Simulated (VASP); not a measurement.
# SiO2 (Cmce) in VASP: electric field gradients with PBE

Aim: the electric field gradients of SiO2 with PBE.

Everything below comes from runs of VASP 6.6.1. Logs are shortened: lines on timing, memory, paths and dates and some standing lists are left out, and cuts for length are marked.

## 1. The cell of the first run

Symmetry: Cmce, No. 64, orthorhombic system. The conventional cell has a = 9.016 Å, b = 10.255 Å, c = 8.993 Å, α = 90.00°, β = 90.00°, γ = 90.00°. Si (site symmetry 1) has 4 O at 1.60 to 1.61 Å within 2.1 Å. O (site symmetry 2) has 2 Si at 1.60 Å within 2.1 Å. Within 2.1 Å of O (site symmetry 2) lie 2 Si at 1.60 Å. Within 2.1 Å of O (site symmetry m) lie 2 Si at 1.61 Å. O (site symmetry -1) has 2 Si at 1.60 Å within 2.1 Å.

## 2. Electric field gradients, PBE

Input file INCAR:

```
  ALGO = Normal
  EDIFF = 1E-8
  ENCUT = 520
  GGA = PE
  ISIF = 2
  ISMEAR = -1
  LASPH = True
  LCHARG = False
  LEFG = True
  LREAL = Auto
  LWAVE = False
  NBANDS = 82
  NELM = 60
  PREC = Accurate
  SIGMA = 0.02
```

Input file KPOINTS:

```
k-points
0
Gamma
  3 3 3
```

Input file POSCAR:

```
SiO2
1.0
    4.5081384210     -5.1273102223      0.0000000000
    4.5081384210      5.1273102223      0.0000000000
    0.0000000000      0.0000000000      8.9926986000
Si O
8 16
Direct
    0.3068768900      0.0393005300      0.9095200200
    0.4606994700      0.1931231100      0.5904799800
    0.0393005300      0.3068768900      0.0904799800
    0.1931231100      0.4606994700      0.4095200200
    0.9606994700      0.6931231100      0.9095200200
    0.6931231100      0.9606994700      0.0904799800
    0.8068768900      0.5393005300      0.5904799800
    0.5393005300      0.8068768900      0.4095200200
    0.8078162300      0.8078162300      0.0000000000
    0.6320975800      0.8679024200      0.2500000000
    0.6921837700      0.6921837700      0.5000000000
    0.3331422500      0.6668577500      0.3870059400
    0.1320975800      0.3679024200      0.2500000000
    0.8679024200      0.6320975800      0.7500000000
    0.1921837700      0.1921837700      0.0000000000
    0.3679024200      0.1320975800      0.7500000000
    0.0000000000      0.5000000000      0.0000000000
    0.1668577500      0.8331422500      0.8870059400
    0.6668577500      0.3331422500      0.6129940600
    0.8331422500      0.1668577500      0.1129940600
    0.3078162300      0.3078162300      0.5000000000
    0.5000000000      0.0000000000      0.0000000000
    0.0000000000      0.5000000000      0.5000000000
    0.5000000000      0.0000000000      0.5000000000
```

Potentials or basis: VASP PAW PBE potentials, release 64 (Si, O).

Started as:

```
cat potpaw_PBE.64/Si/POTCAR potpaw_PBE.64/O/POTCAR > POTCAR
mpirun -np 1 vasp_std > vasp.out
```

OUTCAR:

```text
EDIFF = 1E-8
   ENCUT = 520
   GGA = PE
   ISIF = 2
   ISMEAR = -1
   LASPH = True
   LREAL = Auto
   NELM = 60
   PREC = Accurate

 ion  position               nearest neighbor table
   1  0.307  0.039  0.910-  22 1.60  16 1.60  15 1.60  18 1.61   5 3.12
   2  0.461  0.193  0.590-  24 1.60  16 1.60  21 1.60  19 1.61   7 3.12
   3  0.039  0.307  0.090-  17 1.60  13 1.60  15 1.60  20 1.61   6 3.12
   4  0.193  0.461  0.410-  23 1.60  13 1.60  21 1.60  12 1.61   8 3.12
   5  0.961  0.693  0.910-  17 1.60  14 1.60   9 1.60  18 1.61   1 3.12
   6  0.693  0.961  0.090-  22 1.60  10 1.60   9 1.60  20 1.61   3 3.12
   7  0.807  0.539  0.590-  23 1.60  14 1.60  11 1.60  19 1.61   2 3.12
   8  0.539  0.807  0.410-  24 1.60  10 1.60  11 1.60  12 1.61   4 3.12
   9  0.808  0.808  0.000-   5 1.60   6 1.60
  10  0.632  0.868  0.250-   6 1.60   8 1.60
  11  0.692  0.692  0.500-   7 1.60   8 1.60
  12  0.333  0.667  0.387-   4 1.61   8 1.61
  13  0.132  0.368  0.250-   3 1.60   4 1.60
  14  0.868  0.632  0.750-   5 1.60   7 1.60
[... 8 lines left out ...]
  23  0.000  0.500  0.500-   4 1.60   7 1.60
  24  0.500  0.000  0.500-   2 1.60   8 1.60

  LATTYP: Found a base centered orthorhombic cell.
 ALAT       =     9.0162768420
 B/A-ratio  =     1.1373453394
 C/A-ratio  =     0.9973849248

  Lattice vectors:

 A1 = (   4.5081384210,  -5.1273102223,   0.0000000000)
 A2 = (   4.5081384210,   5.1273102223,   0.0000000000)
 A3 = (   0.0000000000,   0.0000000000,   8.9926986000)

Analysis of symmetry for initial positions (statically):
=====================================================================
 Subroutine PRICEL returns:
 Original cell was already a primitive cell.

 Routine SETGRP: Setting up the symmetry group for a
 base centered orthorhombic supercell.

 Subroutine GETGRP returns: Found  8 space group operations
 (whereof  4 operations were pure point group operations)
 out of a pool of  8 trial point group operations.

The static configuration has the point symmetry C_2h.
 The point group associated with its full space group is D_2h.

Analysis of symmetry for dynamics (positions and initial velocities):
=====================================================================
 Subroutine PRICEL returns:
 Original cell was already a primitive cell.

 Routine SETGRP: Setting up the symmetry group for a
 base centered orthorhombic supercell.

 Subroutine GETGRP returns: Found  8 space group operations
 (whereof  4 operations were pure point group operations)
 out of a pool of  8 trial point group operations.

The dynamic configuration has the point symmetry C_2h.
 The point group associated with its full space group is D_2h.

 Subroutine INISYM returns: Found  8 space group operations
 (whereof  4 operations are pure point group operations),
 and found     1 'primitive' translations

----------------------------------------------------------------------------------------

                                     Primitive cell

  volume of cell :     415.7257

  direct lattice vectors                    reciprocal lattice vectors
     4.508138421 -5.127310222  0.000000000     0.110910525 -0.097517017  0.000000000
     4.508138421  5.127310222  0.000000000     0.110910525  0.097517017  0.000000000
     0.000000000  0.000000000  8.992698600     0.000000000  0.000000000  0.111201325

  length of vectors
     6.827343710  6.827343710  8.992698600     0.147684506  0.147684506  0.111201325

  position of ions in fractional coordinates (direct lattice)
     0.306876890  0.039300530  0.909520020
     0.460699470  0.193123110  0.590479980
     0.039300530  0.306876890  0.090479980
     0.193123110  0.460699470  0.409520020
     0.960699470  0.693123110  0.909520020
     0.693123110  0.960699470  0.090479980
[... 16 lines left out ...]
     0.000000000  0.500000000  0.500000000
     0.500000000  0.000000000  0.500000000

  ion indices of the primitive-cell ions
[... 84 lines left out ...]
   IBRION =     -1    ionic relax: 0-MD 1-quasi-New 2-CG
   NFREE  =      0    steps in history (QN), initial steepest desc. (CG)
   ISIF   =      2    stress and relaxation
   ISYM   =      2    0-nonsym 1-usesym 2-fastsym
   POTIM  = 0.5000    time-step for ionic-motion
   TEBEG  =    0.0;   TEEND  =   0.0 temperature during run
   PSTRESS=    0.0 pullay stress
   NELECT =     128.0000    total number of electrons
   NUPDOWN=      -1.0000    fix difference up-down
   EMIN   =  10.00;   EMAX   =-10.00  energy-range for DOS
   EFERMI =   0.00;   METHOD = LEGACY
   ISMEAR =    -1;   SIGMA  =   0.02  broadening in eV -4-tet -1-fermi 0-gaus
   EFERMI_NEDOS =   21; number of points for ismear=-14 and -15
   IALGO  =     38    algorithm
   IMIX   =      4    mixing-type and parameters
     AMIX     =   0.40;   BMIX     =  1.00
     AMIX_MAG =   1.60;   BMIX_MAG =  1.00
  volume/ion in A,a.u.               =      17.32       116.89
  Fermi-wavevector in a.u.,A,eV,Ry     =   1.105459  2.089014 16.626850  1.222039
  Thomas-Fermi vector in A             =   2.241946
   LORBIT       =      0    0 simple, 1 ext, 2 COOP (PROOUT), +10 PAW based schemes
   GGA     = PE    functional components
   LHFCALC =     F    Hartree Fock is set to
   AEXX    =    0.0000 exact exchange contribution
   IVDW    =     0    specifies the selected vdW correction
   LEPSILON=     F    determine dielectric tensor
   LRPA    =     F    only Hartree local field effects (RPA)
 non-spin polarized calculation
  energy-cutoff  :      520.00
  volume of cell :      415.73
 maximum number of plane-waves:     11207
 NGX is ok and might be reduce to    54
   NGX = 25   NGY = 25   NGZ = 33

 number of electron     128.0000054 magnetization

 Free energy of the ion-electron system (eV)
  ---------------------------------------------------
  ext. energy  EPLUGINS =         0.00000000
  ---------------------------------------------------
  free energy    TOTEN  =      -189.62729124 eV

  energy without entropy =     -189.62729124  energy(sigma->0) =     -189.62729124

 E-fermi :  -0.5424     XC(G=0):  -7.3626

 val. band max:       -1.0342827056   @ k =   0.0000   0.0000   0.0000
 cond. band min:       4.4373967966   @ k =   0.0000   0.0000   0.0000
 fundamental gap:      5.4716795022
 Fermi energy:        -0.5424277574

 k-point     1 :       0.0000    0.0000    0.0000
  band No.  band energies     occupation
      1     -20.5235      2.00000
      2     -20.1231      2.00000
      3     -19.6530      2.00000
      4     -19.6447      2.00000
      5     -19.6376      2.00000
      6     -19.1247      2.00000
[... 621 lines left out ...]
     75       8.2674      0.00000
     76       8.3092      0.00000
 [bands above 76 left out]

------------------------ aborting loop because EDIFF is reached ----------------------------------------

  FORCE on cell =-STRESS in cart. coord.  units (eV):
  Direction    XX          YY          ZZ          XY          YZ          ZX
  --------------------------------------------------------------------------------------
  -------------------------------------------------------------------------------------
  Total        9.9238816      9.7736766      9.6823242      0.0000000     -0.0000000      0.0000000
  in kB       38.2459354     37.6670559     37.3149904      0.0000000     -0.0000000      0.0000000
  external PRESSURE =      37.7426606 kB  Pullay stress =       0.0000000 kB

 VOLUME and BASIS-vectors are now :
 -----------------------------------------------------------------------------
  energy-cutoff  :      520.00
  volume of cell :      415.73
      direct lattice vectors                 reciprocal lattice vectors
     4.508138421 -5.127310222  0.000000000     0.110910525 -0.097517017  0.000000000
     4.508138421  5.127310222  0.000000000     0.110910525  0.097517017  0.000000000
     0.000000000  0.000000000  8.992698600     0.000000000  0.000000000  0.111201325

 POSITION                                       TOTAL-FORCE (eV/Angst)
 -----------------------------------------------------------------------------------
      1.56062     -1.37195      8.17904        -0.001869      0.002672      0.009351
      2.94752     -1.37195      5.31001         0.001869      0.002672     -0.009351
      1.56062      1.37195      0.81366        -0.001869     -0.002672     -0.009351
      2.94752      1.37195      3.68269         0.001869     -0.002672      0.009351
      7.45566     -1.37195      8.17904         0.001869      0.002672      0.009351
      7.45566      1.37195      0.81366         0.001869     -0.002672     -0.009351
[... 16 lines left out ...]
      2.25407      2.56366      4.49635        -0.000000      0.000000      0.000000
      2.25407     -2.56366      4.49635        -0.000000      0.000000      0.000000
 -----------------------------------------------------------------------------------
    total drift:                               -0.000000     -0.000000      0.000000

  FREE ENERGIE OF THE ION-ELECTRON SYSTEM (eV)
  ---------------------------------------------------
  free  energy   TOTEN  =      -189.6272912364 eV

  energy  without entropy=     -189.6272912364  energy(sigma->0) =     -189.62729124

 Electric field gradients (V/A^2)
---------------------------------------------------------------------
 ion       V_xx      V_yy      V_zz      V_xy      V_xz      V_yz
---------------------------------------------------------------------
   1      -1.577     1.824    -0.247     3.363     2.078     0.418
   2      -1.577     1.824    -0.247    -3.363     2.078    -0.418
   3      -1.577     1.824    -0.247    -3.363    -2.078     0.418
   4      -1.577     1.824    -0.247     3.363    -2.078    -0.418
   5      -1.577     1.824    -0.247    -3.363    -2.078     0.418
   6      -1.577     1.824    -0.247     3.363     2.078     0.418
[... 16 lines left out ...]
  23     -22.165    32.118    -9.954   -47.293   -32.199    55.303
  24     -22.165    32.118    -9.954    47.293    32.199    55.303
---------------------------------------------------------------------

 Electric field gradients after diagonalization (V/A^2)
 (convention: |V_zz| > |V_xx| > |V_yy|)
----------------------------------------------------------------------
 ion       V_xx      V_yy      V_zz     asymmetry (V_yy - V_xx)/ V_zz
----------------------------------------------------------------------
   1      -4.282    -0.093     4.375       0.957
   2      -4.282    -0.093     4.375       0.957
   3      -4.282    -0.093     4.375       0.957
   4      -4.282    -0.093     4.375       0.957
   5      -4.282    -0.093     4.375       0.957
   6      -4.282    -0.093     4.375       0.957
[... 16 lines left out ...]
  23     -49.562   -48.023    97.585       0.016
  24     -49.562   -48.023    97.585       0.016
----------------------------------------------------------------------

           NMR quadrupolar parameters

 Cq : quadrupolar parameter    Cq=e*Q*V_zz/h
 eta: asymmetry parameters     (V_yy - V_xx)/ V_zz
 Q  : nuclear electric quadrupole moment in mb (millibarn)
----------------------------------------------------------------------
 ion       Cq(MHz)       eta       Q (mb)
----------------------------------------------------------------------
   1       0.011       0.957       1.000
   2       0.011       0.957       1.000
   3       0.011       0.957       1.000
   4       0.011       0.957       1.000
   5       0.011       0.957       1.000
   6       0.011       0.957       1.000
[... 16 lines left out ...]
  23       0.236       0.016       1.000
  24       0.236       0.016       1.000
----------------------------------------------------------------------
```

It took 15 min on 1 thread of AMD EPYC 7R13 (Zen 3), shared host; peak memory 0.48 GiB.

Results:

```yaml
Free_energy: -189.6273 eV
Pressure: 3.8 GPa
Largest_force: 0.279 eV/Å
Band_gap_on_the_k_mesh: 5.47 eV, direct
```

Forces on the atoms (eV/Å):
```
Si  -0.002  0.003  0.009
Si   0.002  0.003 -0.009
Si  -0.002 -0.003 -0.009
Si   0.002 -0.003  0.009
Si   0.002  0.003  0.009
Si   0.002 -0.003 -0.009
Si  -0.002  0.003 -0.009
Si  -0.002 -0.003  0.009
O   -0.124  0.000  0.000
O    0.000 -0.100  0.000
O    0.124  0.000  0.000
O    0.000  0.240 -0.143
O    0.000 -0.100  0.000
O    0.000  0.100  0.000
O    0.124  0.000  0.000
O    0.000  0.100  0.000
O    0.000  0.000  0.000
O    0.000 -0.240 -0.143
O    0.000 -0.240  0.143
O    0.000  0.240  0.143
O   -0.124  0.000  0.000
O    0.000  0.000  0.000
O    0.000  0.000  0.000
O    0.000  0.000  0.000
```

Stress tensor (GPa, compression positive):
```
3.82 0.00 0.00
0.00 3.77 0.00
0.00 0.00 3.73
```

Electric field gradients, principal values (V/Å²):
```tsv
atom	least	middle	greatest (by size)
1 Si	-0.093	-4.282	4.375
2 Si	-0.093	-4.282	4.375
3 Si	-0.093	-4.282	4.375
4 Si	-0.093	-4.282	4.375
5 Si	-0.093	-4.282	4.375
6 Si	-0.093	-4.282	4.375
7 Si	-0.093	-4.282	4.375
8 Si	-0.093	-4.282	4.375
9 O	-45.978	-49.549	95.527
10 O	-46.695	-49.814	96.510
11 O	-45.978	-49.549	95.527
12 O	-39.834	-51.376	91.210
13 O	-46.695	-49.814	96.510
14 O	-46.695	-49.814	96.510
15 O	-45.978	-49.549	95.527
16 O	-46.695	-49.814	96.510
17 O	-48.023	-49.562	97.585
18 O	-39.834	-51.376	91.210
19 O	-39.834	-51.376	91.210
20 O	-39.834	-51.376	91.210
21 O	-45.978	-49.549	95.527
22 O	-48.023	-49.562	97.585
23 O	-48.023	-49.562	97.585
24 O	-48.023	-49.562	97.585
```

Caveat: without QUAD_EFG the Cq values of the log hold for a quadrupole moment of 1 mb, not for the nuclei. A k mesh can miss the band edges.
